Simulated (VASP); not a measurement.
# Cu8HO8 (a cell with a defect) in VASP: single point with LDA

Aim: the single point of Cu8HO8 (a cell with a defect) with LDA.

All numbers are computed with VASP 6.6.1; they aren't measurements. Logs are shortened: lines on timing, memory, paths and dates and some standing lists are left out, and cuts for length are marked.

## (1) The cell of the first run

The cell holds a defect, 17 atoms: a = 5.825 Å, b = 5.825 Å, c = 5.119 Å, α = 96.86°, β = 96.86°, γ = 73.30°.

## (2) Single point, LDA, collinear spin

The input, INCAR:

```
PREC = Accurate ; ENCUT = 610
EDIFF = 1E-6 ; ISMEAR = 0
SIGMA = 0.02 ; LREAL = Auto
LASPH = T ; NELM = 200
ALGO = Normal ; ISIF = 2
LWAVE = F ; LCHARG = F
ISPIN = 2 ; MAGMOM = 0 0 0 0 0 0 0 0 0 0 0 0 0 0 0 0 1
LORBIT = 11 ; LMAXMIX = 4
NBANDS = 118 ; GGA_COMPAT = F
```

The input, KPOINTS:

```
Automatic mesh
0
Gamma
  2 2 2
```

The input, POSCAR:

```
Cu8HO8
1.0
    4.6732000000     -3.4770000000      0.0000000000
    4.6732000000      3.4770000000      0.0000000000
   -0.7621590000      0.0000000000      5.0619440000
Cu O H
8 8 1
Direct
   -0.0067893132      0.2376113521      0.0194959568
    0.2536296005     -0.0042793469      0.5036646093
    0.0144706662      0.7487109376     -0.0185336032
    0.2398307081      0.4698599704      0.5492423171
    0.5027859115      0.2295205472      0.0082048796
    0.7612676042     -0.0088500505      0.4949972800
    0.5258282864      0.7523541510     -0.0298244430
    0.7657283639      0.4895314710      0.4957585112
    0.2681631853      0.2300991072      0.2692252498
    0.2207998797      0.2349941083      0.7871665162
    0.2978042264      0.7581942111      0.2121871063
    0.2427392638      0.7608387514      0.7292702693
    0.7689159108      0.2224968299      0.2565264071
    0.7294440581      0.2582605327      0.7572254895
    0.7936372623      0.7248898773      0.2327808652
    0.7466519734      0.7612769300      0.7318898923
    0.3497130427      0.6013863403      0.2983276266
```

Potentials or basis: VASP PAW LDA potentials, release 64 (Cu_sv_GW, O, H).

The run is started by

```sh
$ cat potpaw_LDA.64/Cu_sv_GW/POTCAR potpaw_LDA.64/O/POTCAR potpaw_LDA.64/H/POTCAR > POTCAR
$ mpirun -np 1 vasp_std > vasp.out
```

OUTCAR:

```text
PREC = Accurate
   ENCUT = 610
   EDIFF = 1E-6
   ISMEAR = 0
   LREAL = Auto
   LASPH = T
   NELM = 200
   ISIF = 2
   ISPIN = 2
   LORBIT = 11

 ion  position               nearest neighbor table
   1  0.993  0.238  0.019-  10 1.88  14 1.90  13 1.91   9 1.92
   2  0.254  0.996  0.504-  10 1.87  11 1.90  12 1.91   9 1.95
   3  0.014  0.749  0.981-  16 1.88  11 1.92  15 1.97  12 1.98
   4  0.240  0.470  0.549-  12 1.83   9 1.86  10 1.97
   5  0.503  0.230  0.008-  10 1.87  13 1.88  14 2.00   9 2.02
   6  0.761  0.991  0.495-  15 1.91  14 1.91  13 1.94  16 1.94
   7  0.526  0.752  0.970-  16 1.89  11 1.91  15 1.92  12 1.93
   8  0.766  0.490  0.496-  16 1.86  13 1.86  14 2.08  15 2.08
   9  0.268  0.230  0.269-   4 1.86   1 1.92   2 1.95   5 2.02
  10  0.221  0.235  0.787-   5 1.87   2 1.87   1 1.88   4 1.97
  11  0.298  0.758  0.212-  17 1.01   2 1.90   7 1.91   3 1.92
  12  0.243  0.761  0.729-   4 1.83   2 1.91   7 1.93   3 1.98
  13  0.769  0.222  0.257-   8 1.86   5 1.88   1 1.91   6 1.94
  14  0.729  0.258  0.757-   1 1.90   6 1.91   5 2.00   8 2.08
  15  0.794  0.725  0.233-   6 1.91   7 1.92   3 1.97   8 2.08
  16  0.747  0.761  0.732-   8 1.86   3 1.88   7 1.89   6 1.94
  17  0.350  0.601  0.298-  11 1.01

  LATTYP: Found a base centered monoclinic cell.
 ALAT       =     9.3464000000
 B/A-ratio  =     0.7440297869
 C/A-ratio  =     0.5476975343
 COS(beta)  =    -0.1488882526

  Lattice vectors:

 A1 = (   4.6732000000,  -3.4770000000,   0.0000000000)
 A2 = (   4.6732000000,   3.4770000000,   0.0000000000)
 A3 = (  -0.7621590000,   0.0000000000,   5.0619440000)

Analysis of symmetry for initial positions (statically):
=====================================================================
 Subroutine PRICEL returns:
 Original cell was already a primitive cell.

 Routine SETGRP: Setting up the symmetry group for a
 base centered monoclinic supercell.

 Subroutine GETGRP returns: Found  1 space group operations
 (whereof  1 operations were pure point group operations)
 out of a pool of  4 trial point group operations.

The static configuration has the point symmetry C_1 .

Analysis of symmetry for dynamics (positions and initial velocities):
=====================================================================
 Subroutine PRICEL returns:
 Original cell was already a primitive cell.

 Routine SETGRP: Setting up the symmetry group for a
 base centered monoclinic supercell.

 Subroutine GETGRP returns: Found  1 space group operations
 (whereof  1 operations were pure point group operations)
 out of a pool of  4 trial point group operations.

The dynamic configuration has the point symmetry C_1 .

Analysis of structural, dynamic, and magnetic symmetry:
=====================================================================
 Subroutine PRICEL returns:
 Original cell was already a primitive cell.

 Routine SETGRP: Setting up the symmetry group for a
 base centered monoclinic supercell.

 Subroutine GETGRP returns: Found  1 space group operations
 (whereof  1 operations were pure point group operations)
 out of a pool of  4 trial point group operations.

The overall configuration has the point symmetry C_1 .

 Subroutine INISYM returns: Found  1 space group operations
 (whereof  1 operations are pure point group operations),
 and found     1 'primitive' translations

----------------------------------------------------------------------------------------

                                     Primitive cell

  volume of cell :     164.5002

  direct lattice vectors                    reciprocal lattice vectors
     4.673200000 -3.477000000  0.000000000     0.106993067 -0.143802128  0.016109568
     4.673200000  3.477000000  0.000000000     0.106993067  0.143802128  0.016109568
    -0.762159000  0.000000000  5.061944000     0.000000000  0.000000000  0.197552561

  length of vectors
     5.824802764  5.824802764  5.119000234     0.179961348  0.179961348  0.197552561

  position of ions in fractional coordinates (direct lattice)
     0.993210687  0.237611352  0.019495957
     0.253629600  0.995720653  0.503664609
     0.014470666  0.748710938  0.981466397
     0.239830708  0.469859970  0.549242317
[... 79 lines left out ...]
   PREC   = accura    normal or accurate (medium, high low for compatibility)
   ISTART =      0    job   : 0-new  1-cont  2-samecut
   ICHARG =      2    charge: 1-file 2-atom 10-const
   ISPIN  =      2    spin polarized calculation?
   LNONCOLLINEAR =      F non collinear calculations
   LSORBIT =      F    spin-orbit coupling
   LASPH  =      T    aspherical Exc in radial PAW
   ENCUT  =  610.0 eV  44.83 Ry    6.70 a.u.  11.73 11.73 10.31*2*pi/ulx,y,z
   NELM   =    200;   NELMIN=  2; NELMDL= -5     # of ELM steps
   EDIFF  = 0.1E-05   stopping-criterion for ELM
   LREAL  =      T    real-space projection
   EDIFFG = 0.1E-04   stopping-criterion for IOM
   NSW    =      0    number of steps for IOM
   IBRION =     -1    ionic relax: 0-MD 1-quasi-New 2-CG
   NFREE  =      0    steps in history (QN), initial steepest desc. (CG)
   ISIF   =      2    stress and relaxation
   ISYM   =      2    0-nonsym 1-usesym 2-fastsym
   POTIM  = 0.5000    time-step for ionic-motion
   TEBEG  =    0.0;   TEEND  =   0.0 temperature during run
   PSTRESS=    0.0 pullay stress
   NELECT =     201.0000    total number of electrons
   NUPDOWN=      -1.0000    fix difference up-down
   EMIN   =  10.00;   EMAX   =-10.00  energy-range for DOS
   EFERMI =   0.00;   METHOD = LEGACY
   ISMEAR =     0;   SIGMA  =   0.02  broadening in eV -4-tet -1-fermi 0-gaus
   EFERMI_NEDOS =   21; number of points for ismear=-14 and -15
   IALGO  =     38    algorithm
   IMIX   =      4    mixing-type and parameters
     AMIX     =   0.40;   BMIX     =  1.00
     AMIX_MAG =   1.60;   BMIX_MAG =  1.00
  volume/ion in A,a.u.               =       9.68        65.30
  Fermi-wavevector in a.u.,A,eV,Ry     =   1.750188  3.307376 41.676799  3.063158
  Thomas-Fermi vector in A             =   2.820956
   LORBIT       =     11    0 simple, 1 ext, 2 COOP (PROOUT), +10 PAW based schemes
   GGA     = CA    functional components
   LHFCALC =     F    Hartree Fock is set to
   AEXX    =    0.0000 exact exchange contribution
   IVDW    =     0    specifies the selected vdW correction
   LEPSILON=     F    determine dielectric tensor
   LRPA    =     F    only Hartree local field effects (RPA)
 spin polarized calculation
 Gauss-broadening in eV      SIGMA  =   0.02
  energy-cutoff  :      610.00
  volume of cell :      164.50
 maximum number of plane-waves:      5636
 NGX is ok and might be reduce to    48
   NGX = 23   NGY = 23   NGZ = 21

 number of electron     201.0000061 magnetization       0.0881909

 number of electron     201.0000064 magnetization      -0.0009890

 Free energy of the ion-electron system (eV)
  ---------------------------------------------------
  ext. energy  EPLUGINS =         0.00000000
  ---------------------------------------------------
  free energy    TOTEN  =       -97.67070514 eV

  energy without entropy =      -97.66950037  energy(sigma->0) =      -97.67010275

 E-fermi :   5.4841     XC(G=0): -12.7817

 val. band max:        5.4648370757   @ k =   0.0000   0.0000   0.5000
 cond. band min:       5.5030201782   @ k =   0.5000   0.5000   0.0000
 fundamental gap:      0.0381831025
 Fermi energy:         5.4840719887

 spin component 1

 k-point     1 :       0.0000    0.0000    0.0000
  band No.  band energies     occupation
      1    -106.2800      1.00000
      2    -106.2382      1.00000
      3    -106.1983      1.00000
      4    -106.0556      1.00000
      5    -106.0526      1.00000
      6    -106.0326      1.00000
[... 909 lines left out ...]
    111      10.9239      0.00000
    112      11.0448      0.00000
 Fermi energy:         5.4840719887

 spin component 2

 k-point     1 :       0.0000    0.0000    0.0000
  band No.  band energies     occupation
      1    -106.2806      1.00000
      2    -106.2380      1.00000
      3    -106.1984      1.00000
      4    -106.0558      1.00000
      5    -106.0528      1.00000
      6    -106.0325      1.00000
[... 909 lines left out ...]
    111      10.9238      0.00000
    112      11.0448      0.00000
 [bands above 112 left out]

------------------------ aborting loop because EDIFF is reached ----------------------------------------

  FORCE on cell =-STRESS in cart. coord.  units (eV):
  Direction    XX          YY          ZZ          XY          YZ          ZX
  --------------------------------------------------------------------------------------
  -------------------------------------------------------------------------------------
  Total       -3.8698251      0.1512047     -1.7064345      1.7982777     -0.1240445      1.0868834
  in kB      -37.6908154      1.4726835    -16.6201069     17.5146298     -1.2081528     10.5858840
  external PRESSURE =     -17.6127463 kB  Pullay stress =       0.0000000 kB

 VOLUME and BASIS-vectors are now :
 -----------------------------------------------------------------------------
  energy-cutoff  :      610.00
  volume of cell :      164.50
      direct lattice vectors                 reciprocal lattice vectors
     4.673200000 -3.477000000  0.000000000     0.106993067 -0.143802128  0.016109568
     4.673200000  3.477000000  0.000000000     0.106993067  0.143802128  0.016109568
    -0.762159000  0.000000000  5.061944000     0.000000000  0.000000000  0.197552561

 POSITION                                       TOTAL-FORCE (eV/Angst)
 -----------------------------------------------------------------------------------
      5.73702     -2.62722      0.09869        -0.003666     -0.000270      0.016541
      5.45459      2.58025      2.54952        -0.006401     -0.001119     -0.012198
      2.81847      2.55295      4.96813         0.010144     -0.009736      0.009597
      2.89792      0.79981      2.78023        -0.007920      0.000499     -0.010033
      3.41596     -0.95014      0.04153         0.001499     -0.001664      0.008080
      7.81213      0.79930      2.50565        -0.004289      0.004713      0.004213
[... 9 lines left out ...]
      6.48904      0.05085      3.70479         0.018520      0.031461     -0.001554
      4.21730      0.87507      1.51012        -0.082712     -0.103772      0.062824
 -----------------------------------------------------------------------------------
    total drift:                               -0.001926      0.000230     -0.003242

  FREE ENERGIE OF THE ION-ELECTRON SYSTEM (eV)
  ---------------------------------------------------
  free  energy   TOTEN  =       -97.6707051382 eV

  energy  without entropy=      -97.6695003650  energy(sigma->0) =      -97.67010275

 total charge

# of ion       s       p       d       f       tot
--------------------------------------------------
    1        2.268   6.456   8.868   0.016  17.607
    2        2.263   6.447   8.886   0.015  17.611
    3        2.252   6.411   8.907   0.013  17.582
    4        2.280   6.433   8.946   0.013  17.672
    5        2.262   6.420   8.891   0.013  17.586
    6        2.260   6.430   8.882   0.014  17.585
[... 9 lines left out ...]
   16        1.562   3.406   0.000   0.000   4.967
   17        0.572   0.119   0.000   0.000   0.690
--------------------------------------------------
tot         31.179  78.787  71.173   0.110 181.249

 magnetization (x)

# of ion       s       p       d       f       tot
--------------------------------------------------
    1       -0.000  -0.000   0.000   0.000   0.000
    2       -0.000   0.000  -0.000  -0.000  -0.000
    3       -0.000   0.000   0.000   0.000   0.000
    4        0.000   0.000  -0.000   0.000  -0.000
    5       -0.000   0.000  -0.000  -0.000  -0.000
    6       -0.000   0.000  -0.000  -0.000  -0.000
[... 9 lines left out ...]
   16        0.000  -0.000   0.000   0.000  -0.000
   17       -0.000  -0.000   0.000   0.000  -0.000
--------------------------------------------------
tot         -0.000  -0.000  -0.000  -0.000  -0.001
```

Wall time 18 min (1 thread of Intel Xeon Platinum 8488C (Sapphire Rapids), shared host); peak memory 0.44 GiB.

What came out:

```yaml
Free_energy: -97.6707 eV
Pressure: -1.8 GPa
Largest_force: 0.147 eV/Å
Net_moment: 0.00 μB per cell
Valence_electrons_inside_the_program's_atomic_spheres: Cu 17.61, 17.58, 17.67, 17.59 (each value once); O 4.94, 4.97, 5.08, 4.96, 4.92 (each value once); H 0.69
```

Forces in eV/Å, atoms in the order of the input:
```
Cu  -0.004  0.000  0.017
Cu  -0.006 -0.001 -0.012
Cu   0.010 -0.010  0.010
Cu  -0.008  0.000 -0.010
Cu   0.001 -0.002  0.008
Cu  -0.004  0.005  0.004
Cu  -0.016  0.011  0.000
Cu  -0.001  0.002 -0.004
O    0.019 -0.032 -0.022
O   -0.005  0.020 -0.015
O    0.065  0.068 -0.049
O    0.025  0.038  0.013
O   -0.008 -0.030 -0.001
O    0.008  0.040 -0.011
O   -0.011 -0.038  0.011
O    0.019  0.031 -0.002
H   -0.083 -0.104  0.063
```

Stress tensor (GPa, compression positive):
```
-3.77  1.75  1.06
 1.75  0.15 -0.12
 1.06 -0.12 -1.66
```

Levels at points of the mesh, in eV from the Fermi level:
Spin up:
```
           k point  band 96  band 97  band 98  band 99  band 100  band 101  band 102  band 103  band 104  band 105
(0.00, 0.00, 0.00)    -1.19    -0.89    -0.41     0.13      0.23      0.33      0.37      0.89      1.03      1.60
(0.50, 0.00, 0.00)    -1.17    -0.98    -0.80    -0.29     -0.04      0.42      0.61      0.70      0.88      2.87
(0.00, 0.50, 0.00)    -1.07    -0.94    -0.86    -0.46      0.18      0.48      0.58      0.72      0.93      3.07
(0.50, 0.50, 0.00)    -1.15    -0.91    -0.70    -0.43     -0.42      0.02      0.56      0.77      0.89      3.35
(0.00, 0.00, 0.50)    -1.25    -0.75    -0.42    -0.23     -0.08     -0.02      0.25      0.59      0.74      3.20
(0.50, 0.00, 0.50)    -1.25    -1.08    -0.86    -0.59     -0.30     -0.08      0.04      0.11      0.50      3.77
(0.00, 0.50, 0.50)    -1.20    -1.10    -0.75    -0.45     -0.24     -0.11     -0.04      0.40      0.59      3.82
(0.50, 0.50, 0.50)    -1.13    -1.01    -0.76    -0.58     -0.52     -0.41     -0.35     -0.09      0.06      4.05
```
Spin down:
```csv
k point,band 97,band 98,band 99,band 100,band 101,band 102,band 103,band 104
"(0.00, 0.00, 0.00)",-0.89,-0.41,0.13,0.23,0.33,0.37,0.89,1.03
"(0.50, 0.00, 0.00)",-0.98,-0.80,-0.29,-0.04,0.42,0.61,0.70,0.88
"(0.00, 0.50, 0.00)",-0.94,-0.86,-0.46,0.18,0.48,0.58,0.72,0.93
"(0.50, 0.50, 0.00)",-0.91,-0.70,-0.43,-0.42,0.02,0.56,0.77,0.89
"(0.00, 0.00, 0.50)",-0.75,-0.42,-0.23,-0.08,-0.02,0.25,0.59,0.74
"(0.50, 0.00, 0.50)",-1.08,-0.86,-0.59,-0.30,-0.08,0.04,0.11,0.50
"(0.00, 0.50, 0.50)",-1.10,-0.75,-0.45,-0.24,-0.11,-0.04,0.40,0.59
"(0.50, 0.50, 0.50)",-1.01,-0.76,-0.58,-0.52,-0.41,-0.35,-0.09,0.06
```

Caveat: the k points lie up to 0.62 Å⁻¹ apart; semilocal functionals often make such compounds metallic where correlation or magnetic order opens a gap, which also shifts bond lengths. With open d or f shells a metallic result of LDA can be an artefact of self-interaction; +U or a hybrid may open a gap.
